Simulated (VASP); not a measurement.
A run of VASP 6.6.1 is set up as follows.

Contents of INCAR:

```
SYSTEM = HfO2
PREC     = Accurate       ! precision mode
ENCUT    = 600            ! plane-wave cutoff, eV
EDIFF    = 1E-7           ! SCF threshold, eV
ISMEAR   = 0              ! smearing method
SIGMA    = 0.1            ! smearing width, eV
LREAL    = .FALSE.        ! projectors in reciprocal space
LASPH    = .TRUE.         ! aspherical terms in the spheres
NELM     = 120            ! most SCF steps
ALGO     = Normal         ! electronic algorithm
ISIF     = 3              ! what is computed and relaxed
LWAVE    = .FALSE.        ! write WAVECAR
LCHARG   = .FALSE.        ! write CHGCAR
IBRION   = 2              ! ionic algorithm
NSW      = 100            ! ionic steps
EDIFFG   = -0.05          ! ionic threshold
GGA_COMPAT= .FALSE.      
NELMIN   = 4
```

File KPOINTS:

```
Automatic mesh
0
G
  6 6 6
  0 0 0
```

Contents of POSCAR:

```
HfO2
1.0
    0.0000000000      2.5575000000      2.5575000000
    2.5575000000      0.0000000000      2.5575000000
    2.5575000000      2.5575000000      0.0000000000
Hf O
1 2
Direct
    0.0000000000      0.0000000000      0.0000000000
    0.2500000000      0.2500000000      0.2500000000
    0.7500000000      0.7500000000      0.7500000000
```

Potentials or basis: VASP PAW LDA potentials, release 64 (Hf_pv, O).

Launch:

```console
$ cat potpaw_LDA.64/Hf_pv/POTCAR potpaw_LDA.64/O/POTCAR > POTCAR
$ mpirun -np 1 vasp_std > vasp.out
```

Problem. Predict the relaxed volume.

Solution. 10.30 Å³/atom.

Problem. Estimate the band gap on the k mesh.

Solution. 3.74 eV.

Problem. What does it give for the relaxed cell?

Solution. a = 3.522 Å, b = 3.522 Å, c = 3.522 Å, α = 60.00°, β = 60.00°, γ = 60.00°.

Final structure:
```cif
data_structure
_symmetry_space_group_name_H-M 'P 1'
_symmetry_Int_Tables_number 1
_cell_length_a 3.5218
_cell_length_b 3.5218
_cell_length_c 3.5218
_cell_angle_alpha 60.000
_cell_angle_beta 60.000
_cell_angle_gamma 60.000
_cell_volume 30.89
loop_
_atom_site_label
_atom_site_type_symbol
_atom_site_fract_x
_atom_site_fract_y
_atom_site_fract_z
_atom_site_occupancy
Hf1 Hf 0.00000 0.00000 0.00000 1
O1 O 0.25000 0.25000 0.25000 1
O2 O 0.75000 0.75000 0.75000 1
```

Caveat: spin-orbit coupling is left out, which moves the levels of the heavy elements. A k mesh can miss the band edges.
